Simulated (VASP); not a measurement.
Write the native input for VASP 6.6.1 that does the following.

* Task: single point
* Functional: LDA
* Potentials or basis: VASP PAW LDA potentials, release 64 (Hg, Li_sv)
* Cutoff: 520 eV
* k mesh: 10 × 10 × 10
* Occupations: fermi-dirac, width 0.05 eV
* Spin: no spin polarisation
* Dipole correction: no
* Further INCAR settings: ALGO = Normal; EDIFF = 1e-07; NBANDS = 16

The structure of Li2Hg (fluorite type) lies in POSCAR:

```
Li2Hg
1.0
    0.0000000000      3.1120996418      3.1120996418
    3.1120996418      0.0000000000      3.1120996418
    3.1120996418      3.1120996418      0.0000000000
Hg Li
1 2
Direct
    0.0000000000      0.0000000000      0.0000000000
    0.2500000000      0.2500000000      0.2500000000
    0.7500000000      0.7500000000      0.7500000000
```

One way to write it, as run:

INCAR

```
  ALGO = Normal
  EDIFF = 1E-7
  ENCUT = 520
  ISIF = 2
  ISMEAR = -1
  LASPH = True
  LCHARG = True
  LELF = True
  LREAL = False
  LVHAR = True
  LWAVE = False
  NBANDS = 16
  NELM = 80
  PREC = Accurate
  SIGMA = 0.05
```

KPOINTS

```
k-points
0
Gamma
  10 10 10
```

Potentials or basis: VASP PAW LDA potentials, release 64 (Hg, Li_sv).

Command:

```console
$ cat potpaw_LDA.64/Hg/POTCAR potpaw_LDA.64/Li_sv/POTCAR > POTCAR
$ mpirun -np 1 vasp_std > vasp.out
```

It gave:

The band gap on the k mesh is zero (band 9 reaches 6.02 eV, above the bottom of band 10 at 0.97 eV).

Caveat: spin-orbit coupling is left out, which moves the levels of the heavy elements.

It took 36 s on 1 thread of Intel(R) Xeon(R) Platinum 8488C (Sapphire Rapids), on a shared host, peak memory 0.19 GiB.
